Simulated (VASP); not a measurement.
# Ca (I4/mmm) in VASP: notebook

The runs below take Ca through single point, with PBE.

Everything below comes from runs of VASP 6.6.1. Logs are shortened: lines on timing, memory, paths and dates and some standing lists are left out, and cuts for length are marked.

### 1 The cell of the first run

The structure is tetragonal, space group I4/mmm (No. 139). Conventional cell: a = 3.952 Å, b = 3.952 Å, c = 5.756 Å, α = 90.00°, β = 90.00°, γ = 90.00°. Ca (site symmetry 4/mmm) has 12 Ca at 3.95 to 4.01 Å within 5.2 Å.

### 2 Single point, PBE (strain +0.0300 x Voigt [1, 0, 0, 0, 0, 0])

Contents of INCAR:

```
SYSTEM = Ca
PREC = Accurate
ENCUT = 520
EDIFF = 1E-6
ISMEAR = 0
SIGMA = 0.15
LREAL = .FALSE.
LASPH = .TRUE.
NELM = 60
ALGO = Normal
ISIF = 2
LWAVE = .FALSE.
LCHARG = .FALSE.
GGA = PE
NBANDS = 11
```

Contents of KPOINTS:

```
regular mesh
0
G
  14 14 14
  0 0 0
```

Contents of POSCAR:

```
Ca
1.0
    0.0000000000      2.7942000000      2.7942000000
    2.8780260000      0.0000000000      2.7942000000
    2.8780260000      2.7942000000      0.0000000000
Ca
1
Direct
    0.0000000000      0.0000000000      0.0000000000
```

Potentials or basis: VASP PAW PBE potentials, release 64 (Ca_sv).

Run with:

```
$ cat potpaw_PBE.64/Ca_sv/POTCAR > POTCAR
$ mpirun -np 1 vasp_std > vasp.out
```

OUTCAR:

```text
SYSTEM = Ca
   PREC = Accurate
   ENCUT = 520
   EDIFF = 1E-6
   ISMEAR = 0
   LREAL = .FALSE.
   LASPH = .TRUE.
   NELM = 60
   ISIF = 2
   GGA = PE

 ion  position               nearest neighbor table
   1  0.000  0.000  0.000-

  LATTYP: Found a body centered tetragonal cell.
 ALAT       =     3.9515955360
 C/A-ratio  =     1.4566399692

  Lattice vectors:

 A1 = (   2.8780260000,   0.0000000000,   2.7942000000)
 A2 = (   2.8780260000,   0.0000000000,  -2.7942000000)
 A3 = (  -2.8780260000,   2.7942000000,   0.0000000000)

Analysis of symmetry for initial positions (statically):
=====================================================================
 Subroutine PRICEL returns:
 Original cell was already a primitive cell.

 Routine SETGRP: Setting up the symmetry group for a
 body centered tetragonal supercell.

 Subroutine GETGRP returns: Found 16 space group operations
 (whereof 16 operations were pure point group operations)
 out of a pool of 16 trial point group operations.

The static configuration has the point symmetry D_4h.

Analysis of symmetry for dynamics (positions and initial velocities):
=====================================================================
 Subroutine PRICEL returns:
 Original cell was already a primitive cell.

 Routine SETGRP: Setting up the symmetry group for a
 body centered tetragonal supercell.

 Subroutine GETGRP returns: Found 16 space group operations
 (whereof 16 operations were pure point group operations)
 out of a pool of 16 trial point group operations.

The dynamic configuration has the point symmetry D_4h.

 Subroutine INISYM returns: Found 16 space group operations
 (whereof 16 operations are pure point group operations),
 and found     1 'primitive' translations

----------------------------------------------------------------------------------------

                                     Primitive cell

  volume of cell :      44.9407

  direct lattice vectors                    reciprocal lattice vectors
     0.000000000  2.794200000  2.794200000    -0.173730189  0.178942094  0.178942094
     2.878026000  0.000000000  2.794200000     0.173730189 -0.178942094  0.178942094
     2.878026000  2.794200000  0.000000000     0.173730189  0.178942094 -0.178942094

  length of vectors
     3.951595536  4.011307430  4.011307430     0.306957203  0.306957203  0.306957203

  position of ions in fractional coordinates (direct lattice)
[... 83 lines left out ...]
   ISIF   =      2    stress and relaxation
   ISYM   =      2    0-nonsym 1-usesym 2-fastsym
   POTIM  = 0.5000    time-step for ionic-motion
   TEBEG  =    0.0;   TEEND  =   0.0 temperature during run
   PSTRESS=    0.0 pullay stress
   NELECT =      10.0000    total number of electrons
   NUPDOWN=      -1.0000    fix difference up-down
   EMIN   =  10.00;   EMAX   =-10.00  energy-range for DOS
   EFERMI =   0.00;   METHOD = LEGACY
   ISMEAR =     0;   SIGMA  =   0.15  broadening in eV -4-tet -1-fermi 0-gaus
   EFERMI_NEDOS =   21; number of points for ismear=-14 and -15
   IALGO  =     38    algorithm
   IMIX   =      4    mixing-type and parameters
     AMIX     =   0.40;   BMIX     =  1.00
     AMIX_MAG =   1.60;   BMIX_MAG =  1.00
  volume/ion in A,a.u.               =      44.94       303.27
  Fermi-wavevector in a.u.,A,eV,Ry     =   0.992038  1.874680 13.390027  0.984139
  Thomas-Fermi vector in A             =   2.123822
   LORBIT       =      0    0 simple, 1 ext, 2 COOP (PROOUT), +10 PAW based schemes
   GGA     = PE    functional components
   LHFCALC =     F    Hartree Fock is set to
   AEXX    =    0.0000 exact exchange contribution
   IVDW    =     0    specifies the selected vdW correction
   LEPSILON=     F    determine dielectric tensor
   LRPA    =     F    only Hartree local field effects (RPA)
 non-spin polarized calculation
 Gauss-broadening in eV      SIGMA  =   0.15
  energy-cutoff  :      520.00
  volume of cell :       44.94
 maximum number of plane-waves:      1247
 NGX is ok and might be reduce to    30
   NGX = 15   NGY = 15   NGZ = 15

 number of electron      10.0000000 magnetization

 Free energy of the ion-electron system (eV)
  ---------------------------------------------------
  ext. energy  EPLUGINS =         0.00000000
  ---------------------------------------------------
  free energy    TOTEN  =        -1.92855177 eV

  energy without entropy =       -1.91368155  energy(sigma->0) =       -1.92111666

 E-fermi :   1.7160     XC(G=0):  -7.5439

 val. band max:        1.7135806376   @ k =   0.4286  -0.3571   0.1429
 cond. band min:       1.7227965642   @ k =   0.5000   0.0714   0.0714
 fundamental gap:      0.0092159266
 Fermi energy:         1.7160338406

 k-point     1 :       0.0000    0.0000    0.0000
  band No.  band energies     occupation
      1     -40.4474      2.00000
      2     -21.3720      2.00000
      3     -21.3702      2.00000
      4     -21.3702      2.00000
      5      -2.1959      2.00000
      6       3.8855      0.00000
      7       4.0127      0.00000
      8       4.0127      0.00000
      9       4.8751      0.00000
     10       5.0389      0.00000
     11      10.5735      0.00000
[... 309 lines left out ...]
 k-point    24 :       0.2857    0.1429    0.0000
  band No.  band energies     occupation
      1     -40.4412      2.00000
      2     -21.4257      2.00000
      3     -21.3871      2.00000
      4     -21.3846      2.00000
      5      -1.0218      2.00000
      6       3.0677      0.00000
      7       3.9713      0.00000
      8       4.2288      0.00000
      9       4.6568      0.00000
     10       5.2203      0.00000
     11       8.9802      0.00000

 [... further k-points ...]

------------------------ aborting loop because EDIFF is reached ----------------------------------------

  FORCE on cell =-STRESS in cart. coord.  units (eV):
  Direction    XX          YY          ZZ          XY          YZ          ZX
  --------------------------------------------------------------------------------------
  -------------------------------------------------------------------------------------
  Total       -0.3261599     -0.2544585     -0.2544585      0.0000000      0.0000000      0.0000000
  in kB      -11.6279051     -9.0716832     -9.0716832      0.0000000      0.0000000      0.0000000
  external PRESSURE =      -9.9237572 kB  Pullay stress =       0.0000000 kB

 VOLUME and BASIS-vectors are now :
 -----------------------------------------------------------------------------
  energy-cutoff  :      520.00
  volume of cell :       44.94
      direct lattice vectors                 reciprocal lattice vectors
     0.000000000  2.794200000  2.794200000    -0.173730189  0.178942094  0.178942094
     2.878026000  0.000000000  2.794200000     0.173730189 -0.178942094  0.178942094
     2.878026000  2.794200000  0.000000000     0.173730189  0.178942094 -0.178942094

 POSITION                                       TOTAL-FORCE (eV/Angst)
 -----------------------------------------------------------------------------------
      0.00000      0.00000      0.00000         0.000000     -0.000000      0.000000
 -----------------------------------------------------------------------------------
    total drift:                               -0.000000     -0.000000     -0.000000

  FREE ENERGIE OF THE ION-ELECTRON SYSTEM (eV)
  ---------------------------------------------------
  free  energy   TOTEN  =        -1.9285517653 eV

  energy  without entropy=       -1.9136815499  energy(sigma->0) =       -1.92111666
```

OSZICAR:

```text
N       E                     dE             d eps       ncg     rms          rms(c)
DAV:   1     0.668211428681E+02    0.66821E+02   -0.49764E+03  5368   0.814E+02
DAV:   2    -0.380099963026E+00   -0.67201E+02   -0.66609E+02  5959   0.208E+02
DAV:   3    -0.186310802743E+01   -0.14830E+01   -0.14649E+01  7939   0.306E+01
DAV:   4    -0.193349556701E+01   -0.70388E-01   -0.70075E-01  7134   0.526E+00
DAV:   5    -0.193473232072E+01   -0.12368E-02   -0.12365E-02  7560   0.625E-01    0.225E+00
DAV:   6    -0.192981415673E+01    0.49182E-02   -0.10646E-02  6706   0.112E+00    0.137E+00
DAV:   7    -0.192894937410E+01    0.86478E-03   -0.16515E-02  5931   0.150E+00    0.101E-01
DAV:   8    -0.192853732570E+01    0.41205E-03   -0.18726E-03  6401   0.407E-01    0.224E-02
DAV:   9    -0.192855078474E+01   -0.13459E-04   -0.99174E-05  7017   0.822E-02    0.771E-03
DAV:  10    -0.192855176533E+01   -0.98059E-06   -0.75928E-06  8168   0.214E-02
   1 F= -.19285518E+01 E0= -.19211167E+01  d E =-.148702E-01
```

stdout:

```text
POSCAR found type information on POSCAR Ca
 POSCAR found :  1 types and       1 ions
 scaLAPACK will be used
 LDA part: xc-table for (Slater+PW92), standard interpolation
 POSCAR, INCAR and KPOINTS ok, starting setup
 FFT: planning ... GRIDC
 FFT: planning ... GRID_SOFT
 FFT: planning ... GRID
 WAVECAR not read
 entering main loop
```

Run time: 32 s. Hardware: 1 thread of AMD EPYC 9R45 (Zen 5), shared host; peak memory 0.23 GiB.

Results:

```
Free energy            : -1.9286 eV
Pressure               : -1.0 GPa
Band gap on the k mesh : zero (bands 5 and 6 overlap by 0.41 eV)
```

Caveat: the cell differs from its parent crystal (strain +0.0300 x Voigt [1, 0, 0, 0, 0, 0]).

### 3 Single point, PBE (strain +0.0450 x Voigt [1, 0, 0, 0, 0, 0])

Contents of INCAR:

```
ALGO     = Normal         # electronic algorithm
EDIFF    = 1E-6           # SCF threshold, eV
ENCUT    = 520            # plane-wave cutoff, eV
GGA      = PE             # functional
ISIF     = 2              # what is computed and relaxed
ISMEAR   = 0              # smearing method
LASPH    = True           # aspherical terms in the spheres
LCHARG   = False          # write CHGCAR
LREAL    = False          # projectors in reciprocal space
LWAVE    = False          # write WAVECAR
NBANDS   = 11             # bands
NELM     = 80             # most SCF steps
PREC     = Accurate       # precision mode
SIGMA    = 0.15           # smearing width, eV
```

Contents of KPOINTS:

```
k-points
0
Gamma
  14 14 14
```

Contents of POSCAR:

```
Ca
1.0
    0.0000000000      2.7942000000      2.7942000000
    2.9199390000      0.0000000000      2.7942000000
    2.9199390000      2.7942000000      0.0000000000
Ca
1
Direct
    0.0000000000      0.0000000000      0.0000000000
```

Potentials or basis: VASP PAW PBE potentials, release 64 (Ca_sv).

Run with:

```
$ cat potpaw_PBE.64/Ca_sv/POTCAR > POTCAR
$ mpirun -np 1 vasp_std > vasp.out
```

Wall time 43 s (1 thread of AMD EPYC 9R45 (Zen 5), shared host); peak memory 0.23 GiB.

Results (log left out):

- Free energy: -1.9234 eV
- Pressure: -1.2 GPa
- Band gap on the k mesh: zero (bands 5 and 6 overlap by 0.43 eV)

Stress tensor (GPa, compression positive):
```
-1.44  0.00  0.00
 0.00 -1.04  0.00
 0.00  0.00 -1.04
```

Levels at points of the mesh, in eV from the Fermi level:
| k point | band 2 | band 3 | band 4 | band 5 | band 6 | band 7 | band 8 | band 9 |
| --- | --- | --- | --- | --- | --- | --- | --- | --- |
| (0.00, 0.00, 0.00) | -23.13 | -23.12 | -23.12 | -3.89 | 2.11 | 2.30 | 2.30 | 3.08 |
| (0.50, 0.00, 0.00) | -23.23 | -23.14 | -23.13 | -0.96 | -0.21 | 2.02 | 2.24 | 3.79 |
| (0.50, 0.50, 0.00) | -23.22 | -23.17 | -23.16 | -0.34 | 0.59 | 0.97 | 3.80 | 3.91 |
| (0.00, 0.50, 0.50) | -23.22 | -23.16 | -23.16 | -0.48 | 0.58 | 0.67 | 3.84 | 3.99 |

Caveat: the cell differs from its parent crystal (strain +0.0450 x Voigt [1, 0, 0, 0, 0, 0]).

(Continued in part 2 of 3.)
